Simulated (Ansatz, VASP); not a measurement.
One calculation of KNa, two programs

```
K Na
1.0
     6.78143    0.00000    0.00000
     0.00000    4.55530    0.00000
     0.00000    0.00000    6.97511
K Na
2 2
Direct
  0.75000 0.00000 0.71162
  0.25000 0.00000 0.28838
  0.75000 0.50000 0.19414
  0.25000 0.50000 0.80586
```

Alike in both runs: functional PBE; k mesh 8 × 10 × 8; occupations gaussian, width 0.1 eV; no spin polarisation.

Ansatz relaxed the structure, and its values are those at the end. VASP's run is a single point on that final structure, the one shown.

```csv
,VASP,Ansatz
version,VASP 6.6.1,Ansatz 0.2.0
potentials or method,"VASP PAW PBE potentials, release 64 (K_sv, Na_pv), cutoff 520 eV","scalar-relativistic, plane waves, PAW"
valence electrons in the cell,32,36
```

|  | VASP | Ansatz | Ansatz less VASP |
| --- | --- | --- | --- |
| gap on the k mesh at the Fermi level (eV) | none | none | - |
| pressure (GPa) | 0.0 | 0.0 | +0.01 |

A gap of «none» marks a metal or a gap that the smearing closes. VASP's potentials hold 32 valence electrons a cell and Ansatz's 36, so a difference there can come from the potentials and not from the codes.
